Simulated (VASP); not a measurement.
# Pd (R-3m) in VASP: notebook, part 3 of 3

VASP 6.6.1. Earlier steps stand in the parts before.

**5. Electric field gradients, PBEsol (equal xy, yz and zx shear strains of +1 %)**

The input, INCAR:

```
PREC     = Accurate       # precision mode
ENCUT    = 520            # plane-wave cutoff, eV
EDIFF    = 1E-8           # SCF threshold, eV
ISMEAR   = -1             # smearing method
SIGMA    = 0.05           # smearing width, eV
LREAL    = False          # projectors in reciprocal space
LASPH    = True           # aspherical terms in the spheres
NELM     = 100            # most SCF steps
ALGO     = Normal         # electronic algorithm
ISIF     = 2              # what is computed and relaxed
LWAVE    = False          # write WAVECAR
LCHARG   = False          # write CHGCAR
GGA      = PS             # functional
LEFG     = True         
NBANDS   = 11             # bands
```

The input, KPOINTS:

```
regular mesh
0
Gamma
  18 18 18
```

The input, POSCAR:

```
Pd
1.0
    0.0194490000      1.9546245000      1.9546245000
    1.9546245000      0.0194490000      1.9546245000
    1.9546245000      1.9546245000      0.0194490000
Pd
1
Direct
    0.0000000000      0.0000000000      0.0000000000
```

Potentials or basis: VASP PAW PBE potentials, release 64 (Pd).

Command:

```sh
> cat potpaw_PBE.64/Pd/POTCAR > POTCAR
> mpirun -np 1 vasp_std > vasp.out
```

OUTCAR:

```text
PREC = Accurate
   ENCUT = 520
   EDIFF = 1E-8
   ISMEAR = -1
   LREAL = False
   LASPH = True
   NELM = 100
   ISIF = 2
   GGA = PS

 ion  position               nearest neighbor table
   1  0.000  0.000  0.000-

  LATTYP: Found a trigonal (rhomboedric) cell.
 ALAT       =     2.7643248969
 COS(alpha) =     0.5099250056

  Lattice vectors:

 A1 = (   0.0194490000,   1.9546245000,   1.9546245000)
 A2 = (   1.9546245000,   0.0194490000,   1.9546245000)
 A3 = (   1.9546245000,   1.9546245000,   0.0194490000)

Analysis of symmetry for initial positions (statically):
=====================================================================
 Subroutine PRICEL returns:
 Original cell was already a primitive cell.

 Routine SETGRP: Setting up the symmetry group for a
 trigonal (rhombohedral) supercell.
[... 520 lines left out ...]
  external PRESSURE =     -24.8100137 kB  Pullay stress =       0.0000000 kB

 VOLUME and BASIS-vectors are now :
 -----------------------------------------------------------------------------
  energy-cutoff  :      520.00
  volume of cell :       14.71
      direct lattice vectors                 reciprocal lattice vectors
     0.019449000  1.954624500  1.954624500    -0.259653581  0.257095417  0.257095417
     1.954624500  0.019449000  1.954624500     0.257095417 -0.259653581  0.257095417
     1.954624500  1.954624500  0.019449000     0.257095417  0.257095417 -0.259653581

 POSITION                                       TOTAL-FORCE (eV/Angst)
 -----------------------------------------------------------------------------------
      0.00000      0.00000      0.00000        -0.000000      0.000000     -0.000000
 -----------------------------------------------------------------------------------
    total drift:                               -0.000000      0.000000     -0.000000

  FREE ENERGIE OF THE ION-ELECTRON SYSTEM (eV)
  ---------------------------------------------------
  free  energy   TOTEN  =        -5.9706461795 eV

  energy  without entropy=       -5.9527017602  energy(sigma->0) =       -5.96167397

 Electric field gradients (V/A^2)
---------------------------------------------------------------------
 ion       V_xx      V_yy      V_zz      V_xy      V_xz      V_yz
---------------------------------------------------------------------
   1      -0.000    -0.000     0.000    -1.707    -1.707    -1.707
---------------------------------------------------------------------

 Electric field gradients after diagonalization (V/A^2)
 (convention: |V_zz| > |V_xx| > |V_yy|)
----------------------------------------------------------------------
 ion       V_xx      V_yy      V_zz     asymmetry (V_yy - V_xx)/ V_zz
----------------------------------------------------------------------
   1       1.707     1.707    -3.414       0.000
----------------------------------------------------------------------

           NMR quadrupolar parameters

 Cq : quadrupolar parameter    Cq=e*Q*V_zz/h
 eta: asymmetry parameters     (V_yy - V_xx)/ V_zz
 Q  : nuclear electric quadrupole moment in mb (millibarn)
----------------------------------------------------------------------
 ion       Cq(MHz)       eta       Q (mb)
----------------------------------------------------------------------
   1      -0.008       0.000       1.000
----------------------------------------------------------------------
```

OSZICAR:

```text
N       E                     dE             d eps       ncg     rms          rms(c)
DAV:   1     0.420412176709E+02    0.42041E+02   -0.51330E+03 12808   0.852E+02
DAV:   2    -0.579867190947E+01   -0.47840E+02   -0.46200E+02 14324   0.183E+02
DAV:   3    -0.635339181709E+01   -0.55472E+00   -0.55220E+00 15240   0.212E+01
DAV:   4    -0.635585837812E+01   -0.24666E-02   -0.24662E-02 15392   0.149E+00
DAV:   5    -0.635588528343E+01   -0.26905E-04   -0.26904E-04 16844   0.140E-01    0.840E+00
DAV:   6    -0.598632891226E+01    0.36956E+00   -0.15505E+00 15721   0.101E+01    0.373E+00
DAV:   7    -0.597529038284E+01    0.11039E-01   -0.33817E-02 16656   0.115E+00    0.196E+00
DAV:   8    -0.597068093194E+01    0.46095E-02   -0.17069E-03 15949   0.398E-01    0.110E-01
DAV:   9    -0.597064280549E+01    0.38126E-04   -0.20139E-04 17163   0.121E-01    0.209E-02
DAV:  10    -0.597064692012E+01   -0.41146E-05   -0.63547E-06 15902   0.241E-02    0.122E-02
DAV:  11    -0.597064610245E+01    0.81767E-06   -0.14408E-07 17207   0.385E-03    0.224E-03
DAV:  12    -0.597064616988E+01   -0.67427E-07   -0.90576E-09 12304   0.730E-04    0.383E-04
DAV:  13    -0.597064617946E+01   -0.95807E-08   -0.35315E-10 10862   0.180E-04
   1 F= -.59706462E+01 E0= -.59616740E+01  d E =-.179444E-01
```

stdout:

```text
POSCAR found type information on POSCAR Pd
 POSCAR found :  1 types and       1 ions
 scaLAPACK will be used
 -----------------------------------------------------------------------------
|                                                                             |
|                                                                             |
|     You enforced a specific xc type in the INCAR file but a different       |
|     I HOPE YOU KNOW WHAT YOU ARE DOING!                                     |
|                                                                             |
 -----------------------------------------------------------------------------

 LDA part: xc-table for (Slater+PW92), standard interpolation
 POSCAR, INCAR and KPOINTS ok, starting setup
 FFT: planning ... GRIDC
 FFT: planning ... GRID_SOFT
 FFT: planning ... GRID
 WAVECAR not read
 entering main loop
ion   1
```

Run time: 31 s. Hardware: 1 thread of Intel Xeon 6975P-C (Granite Rapids), shared host; peak memory 0.21 GiB.

Results:

```yaml
Free_energy: -5.9706 eV
Pressure: -2.5 GPa
Band_gap_on_the_k_mesh: zero (bands 5 and 6 overlap by 1.60 eV)
Largest_electric_field_gradient_by_atom: Pd -3.4 V/Å²
```

Electric field gradients, principal values (V/Å²):
| atom | least | middle | greatest (by size) |
| --- | --- | --- | --- |
| 1 Pd | 1.707 | 1.707 | -3.414 |

Caveat: the cell differs from its parent crystal (equal xy, yz and zx shear strains of +1 %); without QUAD_EFG the Cq values of the log hold for a quadrupole moment of 1 mb, not for the nuclei; the PAW data sets were made with another functional, which shifts forces and pressure a little.

**6. Electric field gradients, PBEsol (equal xy, yz and zx shear strains of +2 %)**

The input, INCAR:

```
ALGO = Normal
EDIFF = 1E-8
ENCUT = 520
GGA = PS
ISIF = 2
ISMEAR = -1
LASPH = True
LCHARG = False
LEFG = True
LREAL = False
LWAVE = False
NBANDS = 11
NELM = 60
PREC = Accurate
SIGMA = 0.05
```

The input, KPOINTS:

```
k-points
0
Gamma
  18 18 18
```

The input, POSCAR:

```
Pd
1.0
    0.0388980000      1.9643490000      1.9643490000
    1.9643490000      0.0388980000      1.9643490000
    1.9643490000      1.9643490000      0.0388980000
Pd
1
Direct
    0.0000000000      0.0000000000      0.0000000000
```

Potentials or basis: VASP PAW PBE potentials, release 64 (Pd).

Command:

```sh
> cat potpaw_PBE.64/Pd/POTCAR > POTCAR
> mpirun -np 1 vasp_std > vasp.out
```

OUTCAR:

```text
EDIFF = 1E-8
   ENCUT = 520
   GGA = PS
   ISIF = 2
   ISMEAR = -1
   LASPH = True
   LREAL = False
   NELM = 60
   PREC = Accurate

 ion  position               nearest neighbor table
   1  0.000  0.000  0.000-

  LATTYP: Found a trigonal (rhomboedric) cell.
 ALAT       =     2.7782813108
 COS(alpha) =     0.5197000882

  Lattice vectors:

 A1 = (   0.0388980000,   1.9643490000,   1.9643490000)
 A2 = (   1.9643490000,   0.0388980000,   1.9643490000)
 A3 = (   1.9643490000,   1.9643490000,   0.0388980000)

Analysis of symmetry for initial positions (statically):
=====================================================================
 Subroutine PRICEL returns:
 Original cell was already a primitive cell.

 Routine SETGRP: Setting up the symmetry group for a
 trigonal (rhombohedral) supercell.

 Subroutine GETGRP returns: Found 12 space group operations
[... 516 lines left out ...]
  external PRESSURE =     -23.0523165 kB  Pullay stress =       0.0000000 kB

 VOLUME and BASIS-vectors are now :
 -----------------------------------------------------------------------------
  energy-cutoff  :      520.00
  volume of cell :       14.71
      direct lattice vectors                 reciprocal lattice vectors
     0.038898000  1.964349000  1.964349000    -0.262225297  0.257133544  0.257133544
     1.964349000  0.038898000  1.964349000     0.257133544 -0.262225297  0.257133544
     1.964349000  1.964349000  0.038898000     0.257133544  0.257133544 -0.262225297

 POSITION                                       TOTAL-FORCE (eV/Angst)
 -----------------------------------------------------------------------------------
      0.00000      0.00000      0.00000         0.000000     -0.000000     -0.000000
 -----------------------------------------------------------------------------------
    total drift:                               -0.000000      0.000000     -0.000000

  FREE ENERGIE OF THE ION-ELECTRON SYSTEM (eV)
  ---------------------------------------------------
  free  energy   TOTEN  =        -5.9676331001 eV

  energy  without entropy=       -5.9501617791  energy(sigma->0) =       -5.95889744

 Electric field gradients (V/A^2)
---------------------------------------------------------------------
 ion       V_xx      V_yy      V_zz      V_xy      V_xz      V_yz
---------------------------------------------------------------------
   1       0.000    -0.000    -0.000    -3.425    -3.425    -3.425
---------------------------------------------------------------------

 Electric field gradients after diagonalization (V/A^2)
 (convention: |V_zz| > |V_xx| > |V_yy|)
----------------------------------------------------------------------
 ion       V_xx      V_yy      V_zz     asymmetry (V_yy - V_xx)/ V_zz
----------------------------------------------------------------------
   1       3.425     3.425    -6.850       0.000
----------------------------------------------------------------------

           NMR quadrupolar parameters

 Cq : quadrupolar parameter    Cq=e*Q*V_zz/h
 eta: asymmetry parameters     (V_yy - V_xx)/ V_zz
 Q  : nuclear electric quadrupole moment in mb (millibarn)
----------------------------------------------------------------------
 ion       Cq(MHz)       eta       Q (mb)
----------------------------------------------------------------------
   1      -0.017       0.000       1.000
----------------------------------------------------------------------
```

OSZICAR:

```text
N       E                     dE             d eps       ncg     rms          rms(c)
DAV:   1     0.416331260401E+02    0.41633E+02   -0.51915E+03 12856   0.857E+02
DAV:   2    -0.579945864353E+01   -0.47433E+02   -0.45936E+02 14370   0.183E+02
DAV:   3    -0.635041279088E+01   -0.55095E+00   -0.54876E+00 15300   0.212E+01
DAV:   4    -0.635287614770E+01   -0.24634E-02   -0.24630E-02 15472   0.148E+00
DAV:   5    -0.635290263435E+01   -0.26487E-04   -0.26485E-04 16757   0.138E-01    0.842E+00
DAV:   6    -0.598348137026E+01    0.36942E+00   -0.15518E+00 15751   0.101E+01    0.374E+00
DAV:   7    -0.597228004833E+01    0.11201E-01   -0.32829E-02 16707   0.115E+00    0.196E+00
DAV:   8    -0.596766670285E+01    0.46133E-02   -0.17008E-03 15876   0.396E-01    0.107E-01
DAV:   9    -0.596763090031E+01    0.35803E-04   -0.22272E-04 17081   0.127E-01    0.286E-02
DAV:  10    -0.596763392856E+01   -0.30282E-05   -0.13109E-05 15906   0.339E-02    0.142E-02
DAV:  11    -0.596763298667E+01    0.94189E-06   -0.38572E-07 17220   0.596E-03    0.319E-03
DAV:  12    -0.596763309165E+01   -0.10498E-06   -0.23390E-08 13750   0.108E-03    0.302E-04
DAV:  13    -0.596763310012E+01   -0.84704E-08   -0.54993E-10 10775   0.226E-04
   1 F= -.59676331E+01 E0= -.59588974E+01  d E =-.174713E-01
```

stdout:

```text
POSCAR found type information on POSCAR Pd
 POSCAR found :  1 types and       1 ions
 scaLAPACK will be used
 -----------------------------------------------------------------------------
|                                                                             |
|                                                                             |
|     You enforced a specific xc type in the INCAR file but a different       |
|     I HOPE YOU KNOW WHAT YOU ARE DOING!                                     |
|                                                                             |
 -----------------------------------------------------------------------------

 LDA part: xc-table for (Slater+PW92), standard interpolation
 POSCAR, INCAR and KPOINTS ok, starting setup
 FFT: planning ... GRIDC
 FFT: planning ... GRID_SOFT
 FFT: planning ... GRID
 WAVECAR not read
 entering main loop
ion   1
```

Run time: 31 s. Hardware: 1 thread of Intel Xeon 6975P-C (Granite Rapids), shared host; peak memory 0.22 GiB.

What came out:

| Property | Result |
| --- | --- |
| Free energy | -5.9676 eV |
| Pressure | -2.3 GPa |
| Band gap on the k mesh | zero (bands 5 and 6 overlap by 1.62 eV) |
| Largest electric field gradient by atom | Pd -6.8 V/Å² |

Electric field gradients, principal values (V/Å²):
| atom | least | middle | greatest (by size) |
| --- | --- | --- | --- |
| 1 Pd | 3.425 | 3.425 | -6.850 |

Caveat: the cell differs from its parent crystal (equal xy, yz and zx shear strains of +2 %); without QUAD_EFG the Cq values of the log hold for a quadrupole moment of 1 mb, not for the nuclei; the PAW data sets were made with another functional, which shifts forces and pressure a little.

**7. Summary**

| cell | gap on the mesh (eV) | pressure (GPa) |
| --- | --- | --- |
| a = 2.723 Å, angles 61.3°, 1 atom | none | -2.3 |
| a = 2.737 Å, angles 60.7°, 1 atom | none | -2.5 |
| a = 2.764 Å, angles 59.3°, 1 atom | none | -2.5 |
| a = 2.778 Å, angles 58.7°, 1 atom | none | -2.3 |

Alike in all rows: task electric field gradients; level PBEsol; potentials or basis VASP PAW PBE potentials, release 64 (Pd); no spin polarisation; k mesh 18 × 18 × 18; cutoff (eV) 520; smearing fermi-dirac 0.05 eV.

Caveats: the PAW data sets were made with another functional, which shifts forces and pressure a little.

Total energies depend on the potentials used, so only differences within one code and one set of settings carry meaning.
